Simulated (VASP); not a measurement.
# AlBN3 (R-3c) in VASP: single point with r2SCAN

Aim: the single point of AlBN3 with r2SCAN.

Program: VASP 6.6.1. These are calculated values, not measurements. Logs are shortened: lines on timing, memory, paths and dates and some standing lists are left out, and cuts for length are marked.

### 1 The cell of the first run

It takes space group R-3c (No. 167, trigonal). Conventional cell: a = 4.586 Å, b = 4.586 Å, c = 14.121 Å, α = 90.00°, β = 90.00°, γ = 120.00°. Within 2.6 Å of Al (site symmetry -3) lie 6 N at 1.98 Å. Within 1.9 Å of B (site symmetry 32) lie 3 N at 1.42 Å. Within 2.0 Å of N (site symmetry 2) lie 1 B at 1.42 Å and 2 Al at 1.98 Å.

### 2 Single point, r2SCAN

The input, POSCAR:

```
AlBN3
1.0
    4.5857580000      0.0000000000      0.0000000000
   -2.2928790000      3.9713890000      0.0000000000
   -2.2928790000      1.3237960000      4.7068490000
Al B N
2 2 6
Direct
    0.0000000000      0.0000000000      0.0000000000
    0.5000000000      0.5000000000      0.5000000000
    0.2500000000      0.7500000000      0.7500000000
    0.7500000000      0.2500000000      0.2500000000
    0.9409500000      0.7500000000      0.7500000000
    0.2500000000      0.4409500000      0.7500000000
    0.5590500000      0.0590500000      0.7500000000
    0.0590500000      0.2500000000      0.2500000000
    0.7500000000      0.5590500000      0.2500000000
    0.4409500000      0.9409500000      0.2500000000
```

The input, INCAR.step1:

```
ALGO = Normal
EDIFF = 1E-4
ENCUT = 520
GGA = PE
ISMEAR = -1
LASPH = T
LCHARG = F
LREAL = F
LWAVE = T
NBANDS = 32
NELM = 60
PREC = Accurate
SIGMA = 0.1
```

The input, INCAR.step2:

```
ALGO = Normal
EDIFF = 1E-7
ENCUT = 520
ISIF = 2
ISMEAR = -1
ISTART = 1
LASPH = T
LCHARG = T
LELF = T
LMIXTAU = T
LREAL = F
LVHAR = T
LWAVE = F
METAGGA = R2SCAN
NBANDS = 32
NELM = 60
PREC = Accurate
SIGMA = 0.1
```

The input, KPOINTS:

```
k-points
0
Gamma
  7 7 7
```

Potentials or basis: VASP PAW PBE potentials, release 64 (Al, B, N).

The run is started by

```
cat potpaw_PBE.64/Al/POTCAR potpaw_PBE.64/B/POTCAR potpaw_PBE.64/N/POTCAR > POTCAR
cp INCAR.step1 INCAR
mpirun -np 1 vasp_std > vasp.out
cp INCAR.step2 INCAR
mpirun -np 1 vasp_std > vasp.out
```

OUTCAR:

```text
EDIFF = 1E-7
   ENCUT = 520
   ISIF = 2
   ISMEAR = -1
   ISTART = 1
   LASPH = T
   LREAL = F
   METAGGA = R2SCAN
   NELM = 60
   PREC = Accurate

 ion  position               nearest neighbor table
   1  0.000  0.000  0.000-   7 1.98  10 1.98   8 1.98   5 1.98   9 1.98   6 1.98
   2  0.500  0.500  0.500-   6 1.98   9 1.98   8 1.98   5 1.98   7 1.98  10 1.98
   3  0.250  0.750  0.750-   5 1.42   6 1.42   7 1.42
   4  0.750  0.250  0.250-   8 1.42   9 1.42  10 1.42
   5  0.941  0.750  0.750-   3 1.42   2 1.98   1 1.98
   6  0.250  0.441  0.750-   3 1.42   2 1.98   1 1.98
   7  0.559  0.059  0.750-   3 1.42   1 1.98   2 1.98
   8  0.059  0.250  0.250-   4 1.42   2 1.98   1 1.98
   9  0.750  0.559  0.250-   4 1.42   2 1.98   1 1.98
  10  0.441  0.941  0.250-   4 1.42   1 1.98   2 1.98

  LATTYP: Found a trigonal (rhomboedric) cell.
 ALAT       =     5.4003866716
 COS(alpha) =     0.6394681045

  Lattice vectors:

 A1 = (   0.0000000000,  -2.6475930000,   4.7068490000)
 A2 = (   2.2928790000,   1.3237960000,   4.7068490000)
 A3 = (  -2.2928790000,   1.3237960000,   4.7068490000)

Analysis of symmetry for initial positions (statically):
=====================================================================
 Subroutine PRICEL returns:
 Original cell was already a primitive cell.

 Routine SETGRP: Setting up the symmetry group for a
 trigonal (rhombohedral) supercell.

 Subroutine GETGRP returns: Found 12 space group operations
 (whereof  6 operations were pure point group operations)
 out of a pool of 12 trial point group operations.

The static configuration has the point symmetry S_6 .
 The point group associated with its full space group is D_3d.

Analysis of symmetry for dynamics (positions and initial velocities):
=====================================================================
 Subroutine PRICEL returns:
 Original cell was already a primitive cell.

 Routine SETGRP: Setting up the symmetry group for a
 trigonal (rhombohedral) supercell.

 Subroutine GETGRP returns: Found 12 space group operations
 (whereof  6 operations were pure point group operations)
 out of a pool of 12 trial point group operations.

The dynamic configuration has the point symmetry S_6 .
 The point group associated with its full space group is D_3d.

 Subroutine INISYM returns: Found 12 space group operations
 (whereof  6 operations are pure point group operations),
 and found     1 'primitive' translations

----------------------------------------------------------------------------------------

                                     Primitive cell

  volume of cell :      85.7203

  direct lattice vectors                    reciprocal lattice vectors
     4.585758000  0.000000000  0.000000000     0.218066457  0.125900535  0.070818795
    -2.292879000  3.971389000  0.000000000     0.000000000  0.251801070 -0.070818768
    -2.292879000  1.323796000  4.706849000     0.000000000  0.000000000  0.212456359

  length of vectors
     4.585758000  4.585763262  5.400384937     0.261570691  0.261570405  0.212456359

  position of ions in fractional coordinates (direct lattice)
     0.000000000  0.000000000  0.000000000
     0.500000000  0.500000000  0.500000000
     0.250000000  0.750000000  0.750000000
     0.750000000  0.250000000  0.250000000
     0.940950000  0.750000000  0.750000000
     0.250000000  0.440950000  0.750000000
     0.559050000  0.059050000  0.750000000
     0.059050000  0.250000000  0.250000000
     0.750000000  0.559050000  0.250000000
     0.440950000  0.940950000  0.250000000

  ion indices of the primitive-cell ions
   primitive index   ion index
                 1           1
                 2           2
                 3           3
                 4           4
                 5           5
                 6           6
                 7           7
                 8           8
                 9           9
                10          10

----------------------------------------------------------------------------------------

 KPOINTS: k-points

Automatic generation of k-mesh.
 Grid dimensions read from file:
 generate k-points for:    7    7    7

 Generating k-lattice:

  Cartesian coordinates                     Fractional coordinates (reciprocal lattice)
     0.031152351  0.017985791  0.010116971     0.142857143  0.000000000  0.000000000
     0.000000000  0.035971581 -0.010116967     0.000000000  0.142857143 -0.000000000
     0.000000000  0.000000000  0.030350908     0.000000000  0.000000000  0.142857143

  Length of vectors
     0.037367242  0.037367201  0.030350908

  Shift w.r.t. Gamma in fractional coordinates (k-lattice)
     0.000000000  0.000000000  0.000000000

 Subroutine IBZKPT returns following result:
 ===========================================

 Found     44 irreducible k-points:

 Following reciprocal coordinates:
            Coordinates               Weight
  0.000000  0.000000  0.000000      1.000000
  0.142857  0.000000  0.000000      6.000000
  0.285714 -0.000000 -0.000000      6.000000
  0.428571 -0.000000  0.000000      6.000000
  0.142857  0.142857  0.000000      6.000000
  0.285714  0.142857  0.000000     12.000000
[... 16 lines left out ...]
  0.142857  0.285714  0.142857     12.000000
  0.285714  0.285714  0.142857     12.000000
 [... further k-points ...]
   k-points           NKPTS =     44   k-points in BZ     NKDIM =     44   number of bands    NBANDS=     32
   number of dos      NEDOS =    301   number of ions     NIONS =     10
   total plane-waves  NPLWV =  51840
   dimension x,y,z NGX =    36 NGY =   36 NGZ =   40
   dimension x,y,z NGXF=    72 NGYF=   72 NGZF=   80
   ions per type =               2   2   6
   NGX,Y,Z   is equivalent  to a cutoff of  13.05, 13.05, 12.31 a.u.
   NGXF,Y,Z  is equivalent  to a cutoff of  26.10, 26.10, 24.63 a.u.
 SYSTEM =  unknown system
   PREC   = accura    normal or accurate (medium, high low for compatibility)
   ISTART =      1    job   : 0-new  1-cont  2-samecut
   ICHARG =      0    charge: 1-file 2-atom 10-const
   ISPIN  =      1    spin polarized calculation?
   LNONCOLLINEAR =      F non collinear calculations
   LSORBIT =      F    spin-orbit coupling
   LASPH  =      T    aspherical Exc in radial PAW
   ENCUT  =  520.0 eV  38.22 Ry    6.18 a.u.   8.53  8.53 10.04*2*pi/ulx,y,z
   NELM   =     60;   NELMIN=  2; NELMDL=  0     # of ELM steps
   EDIFF  = 0.1E-06   stopping-criterion for ELM
   LREAL  =      F    real-space projection
   EDIFFG = 0.1E-05   stopping-criterion for IOM
   NSW    =      0    number of steps for IOM
   IBRION =     -1    ionic relax: 0-MD 1-quasi-New 2-CG
   NFREE  =      0    steps in history (QN), initial steepest desc. (CG)
   ISIF   =      2    stress and relaxation
   ISYM   =      2    0-nonsym 1-usesym 2-fastsym
   POTIM  = 0.5000    time-step for ionic-motion
   TEBEG  =    0.0;   TEEND  =   0.0 temperature during run
   PSTRESS=    0.0 pullay stress
   NELECT =      42.0000    total number of electrons
   NUPDOWN=      -1.0000    fix difference up-down
   EMIN   =  10.00;   EMAX   =-10.00  energy-range for DOS
   EFERMI =   0.00;   METHOD = LEGACY
   ISMEAR =    -1;   SIGMA  =   0.10  broadening in eV -4-tet -1-fermi 0-gaus
   EFERMI_NEDOS =   21; number of points for ismear=-14 and -15
   IALGO  =     38    algorithm
   IMIX   =      4    mixing-type and parameters
     AMIX     =   0.40;   BMIX     =  1.00
     AMIX_MAG =   1.60;   BMIX_MAG =  1.00
  volume/ion in A,a.u.               =       8.57        57.85
  Fermi-wavevector in a.u.,A,eV,Ry     =   1.290615  2.438908 22.663043  1.665687
  Thomas-Fermi vector in A             =   2.422435
   LORBIT       =      0    0 simple, 1 ext, 2 COOP (PROOUT), +10 PAW based schemes
   METAGGA = R2SCAN    functional components
   LHFCALC =     F    Hartree Fock is set to
   AEXX    =    0.0000 exact exchange contribution
   IVDW    =     0    specifies the selected vdW correction
   LEPSILON=     F    determine dielectric tensor
   LRPA    =     F    only Hartree local field effects (RPA)
 non-spin polarized calculation
  energy-cutoff  :      520.00
  volume of cell :       85.72
 maximum number of plane-waves:      2331
 NGX is ok and might be reduce to    36
   NGX = 17   NGY = 17   NGZ = 21

 number of electron      42.0000002 magnetization

 Free energy of the ion-electron system (eV)
  ---------------------------------------------------
  ext. energy  EPLUGINS =         0.00000000
  ---------------------------------------------------
  free energy    TOTEN  =       -83.14411067 eV

  energy without entropy =      -82.92453625  energy(sigma->0) =      -83.03432346

 E-fermi :   4.9840     XC(G=0): -12.0282

 val. band max:        4.9835060883   @ k =   0.1429  -0.2857   0.2857
 cond. band min:       4.9841877878   @ k =   0.4286  -0.4286   0.1429
 fundamental gap:      0.0006816995
 Fermi energy:         4.9839715406

 k-point     1 :       0.0000    0.0000    0.0000
  band No.  band energies     occupation
      1     -13.2995      2.00000
      2     -11.1080      2.00000
      3      -9.3268      2.00000
      4      -9.3268      2.00000
      5      -9.0645      2.00000
      6      -9.0645      2.00000
[... 24 lines left out ...]
     31      17.5637      0.00000
     32      19.2477      0.00000

 k-point     2 :       0.1429    0.0000    0.0000
  band No.  band energies     occupation
      1     -13.1662      2.00000
      2     -11.0811      2.00000
      3      -9.5368      2.00000
      4      -9.3891      2.00000
      5      -9.1390      2.00000
      6      -9.1329      2.00000
[... 24 lines left out ...]
     31      18.2719      0.00000
     32      18.5933      0.00000

 k-point     3 :       0.2857   -0.0000   -0.0000
  band No.  band energies     occupation
      1     -12.7796      2.00000
      2     -11.1042      2.00000
      3      -9.9569      2.00000
      4      -9.5277      2.00000
      5      -9.3461      2.00000
      6      -9.2914      2.00000
[... 24 lines left out ...]
     31      17.9854      0.00000
     32      18.3552      0.00000

 k-point     4 :       0.4286   -0.0000    0.0000
  band No.  band energies     occupation
      1     -12.1878      2.00000
      2     -11.5179      2.00000
      3     -10.0439      2.00000
      4      -9.7853      2.00000
      5      -9.4737      2.00000
      6      -9.4319      2.00000
[... 24 lines left out ...]
     31      17.8064      0.00000
     32      17.8199      0.00000

 k-point     5 :       0.1429    0.1429    0.0000
  band No.  band energies     occupation
      1     -12.9329      2.00000
      2     -11.0199      2.00000
      3      -9.7031      2.00000
      4      -9.6232      2.00000
      5      -9.3839      2.00000
      6      -9.1837      2.00000
[... 584 lines left out ...]
     31      18.1287      0.00000
     32      18.2170      0.00000

 k-point    22 :      -0.2857    0.0000    0.1429
  band No.  band energies     occupation
      1     -12.8068      2.00000
      2     -11.0302      2.00000
      3      -9.7898      2.00000
      4      -9.6695      2.00000
      5      -9.5652      2.00000
      6      -9.1527      2.00000
[... 24 lines left out ...]
     31      18.5101      0.00000
     32      18.5263      0.00000

 k-point    23 :       0.1429    0.2857    0.1429
  band No.  band energies     occupation
      1     -12.4459      2.00000
      2     -11.1035      2.00000
      3      -9.9672      2.00000
      4      -9.9004      2.00000
      5      -9.7815      2.00000
      6      -9.2168      2.00000
[... 24 lines left out ...]
     31      17.8195      0.00000
     32      18.3146      0.00000

 k-point    24 :       0.2857    0.2857    0.1429
  band No.  band energies     occupation
      1     -11.9153      2.00000
      2     -11.3842      2.00000
      3     -10.2160      2.00000
      4     -10.1893      2.00000
      5      -9.6408      2.00000
      6      -9.4076      2.00000
[... 24 lines left out ...]
     31      17.4549      0.00000
     32      17.7799      0.00000

 [... further k-points ...]

------------------------ aborting loop because EDIFF is reached ----------------------------------------

  FORCE on cell =-STRESS in cart. coord.  units (eV):
  Direction    XX          YY          ZZ          XY          YZ          ZX
  --------------------------------------------------------------------------------------
  -------------------------------------------------------------------------------------
  Total        6.2962485      6.2962677     -0.9528510      0.0000000      0.0000001     -0.0000000
  in kB      117.6816134    117.6819735    -17.8095008      0.0000000      0.0000013     -0.0000000
  external PRESSURE =      72.5180287 kB  Pullay stress =       0.0000000 kB

 VOLUME and BASIS-vectors are now :
 -----------------------------------------------------------------------------
  energy-cutoff  :      520.00
  volume of cell :       85.72
      direct lattice vectors                 reciprocal lattice vectors
     4.585758000  0.000000000  0.000000000     0.218066457  0.125900535  0.070818795
    -2.292879000  3.971389000  0.000000000     0.000000000  0.251801070 -0.070818768
    -2.292879000  1.323796000  4.706849000     0.000000000  0.000000000  0.212456359

 POSITION                                       TOTAL-FORCE (eV/Angst)
 -----------------------------------------------------------------------------------
      0.00000      0.00000      0.00000        -0.000000     -0.000000     -0.000000
      0.00000      2.64759      2.35342        -0.000000      0.000000     -0.000000
     -2.29288      3.97139      3.53014        -0.000000     -0.000000      0.000000
      2.29288      1.32380      1.17671        -0.000000     -0.000000     -0.000000
      0.87565      3.97139      3.53014        -0.817660      0.000000     -0.000000
     -1.58426      2.74403      3.53014         0.408830     -0.708116     -0.000000
      0.70861      1.22736      3.53014         0.408830      0.708116      0.000000
     -0.87565      1.32380      1.17671         0.817660      0.000000     -0.000000
      1.58426      2.55115      1.17671        -0.408830      0.708116     -0.000000
     -0.70861      4.06783      1.17671        -0.408830     -0.708116     -0.000000
 -----------------------------------------------------------------------------------
    total drift:                                0.000000     -0.000000     -0.000000

  FREE ENERGIE OF THE ION-ELECTRON SYSTEM (eV)
  ---------------------------------------------------
  free  energy   TOTEN  =       -83.1441106723 eV

  energy  without entropy=      -82.9245362464  energy(sigma->0) =      -83.03432346
```

Run time: 6.8 min. Hardware: 1 thread of Intel Xeon Platinum 8175M at 2.50GHz (Skylake/Cascade Lake), shared host; peak memory 0.28 GiB.

What came out:

- Free energy: -83.1441 eV
- Pressure: 7.3 GPa
- Largest force: 0.818 eV/Å
- Band gap on the k mesh: zero (bands 21 and 22 overlap by 0.61 eV)

Forces on the atoms (eV/Å):
```
Al   0.000  0.000  0.000
Al   0.000  0.000  0.000
B    0.000  0.000  0.000
B    0.000  0.000  0.000
N   -0.818  0.000  0.000
N    0.409 -0.708  0.000
N    0.409  0.708  0.000
N    0.818  0.000  0.000
N   -0.409  0.708  0.000
N   -0.409 -0.708  0.000
```

Levels at points of the mesh, in eV from the Fermi level:
```
           k point  band 17  band 18  band 19  band 20  band 21  band 22  band 23  band 24  band 25  band 26
(0.00, 0.00, 0.00)    -1.09    -1.04    -1.04     0.13     0.16     0.16     1.33     1.33     6.55     9.19
```

Caveat: the cell stands under pressure; semilocal functionals underestimate gaps, so a narrow gap can read as zero; the PAW data sets were made with another functional, which shifts forces and pressure a little.
